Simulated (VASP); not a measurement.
**Ga: relaxation of shape and atoms at fixed volume with PBE**

Crystal: Ga.

```
CELL_PARAMETERS angstrom
2.19100 0.00000 0.00000
-1.09550 1.89747 0.00000
0.00000 0.00000 2.09752
ATOMIC_POSITIONS crystal
Ga 0.00000 0.00000 0.00000
```

This isn't the form of Ga at room conditions, which is orthorhombic.

```
Program                : VASP 6.6.1
Task                   : relaxation of shape and atoms at fixed volume
Functional             : PBE
Potentials or basis    : VASP PAW PBE potentials, release 64 (Ga_d)
Cutoff                 : 600 eV
k mesh                 : 17 × 17 × 15
Occupations            : fermi-dirac, width 0.05 eV
Spin                   : no spin polarisation
Dipole correction      : no
Further INCAR settings : ALGO = Normal; EDIFF = 1e-06; IBRION = 2; EDIFFG = -0.005; NSW = 50; ISIF = 4
```

| Quantity | Value |
| --- | --- |
| Energy gained by relaxing | 3.5 meV/atom |
| Ionic steps | 4 |
| Pressure after relaxing | 276.2 GPa |
| Band gap on the k mesh | zero (an odd number of electrons rules out a gap without spin polarisation) |

Stress tensor (GPa, compression positive):
```
276.28   0.00   0.00
  0.00 276.28   0.00
  0.00   0.00 276.17
```

The path:
```csv
step,energy change (eV),largest force (eV/Å),pressure (GPa),volume (Å³)
1,0.0000,0.0000,276.30,8.72
2,0.0367,0.0000,277.32,8.72
3,-0.0035,0.0000,276.37,8.72
4,-0.0035,0.0000,276.24,8.72
```

Final structure:
```
Ga
1.0
     2.18319    0.00000    0.00000
    -1.09159    1.89070    0.00000
     0.00000    0.00000    2.11257
Ga
1
Direct
  0.00000 0.00000 0.00000
```

Levels at points of the mesh, in eV from the Fermi level:
```tsv
k point	band 2	band 3	band 4	band 5	band 6	band 7	band 8	band 9	band 10
(0.00, 0.00, 0.00)	-18.44	-17.18	-17.18	-15.78	-15.78	13.80	18.93	20.79	22.60
```

Run time: 54 s on 1 thread of Intel Xeon 8259CL, with other jobs on the host, peak memory 0.15 GiB.
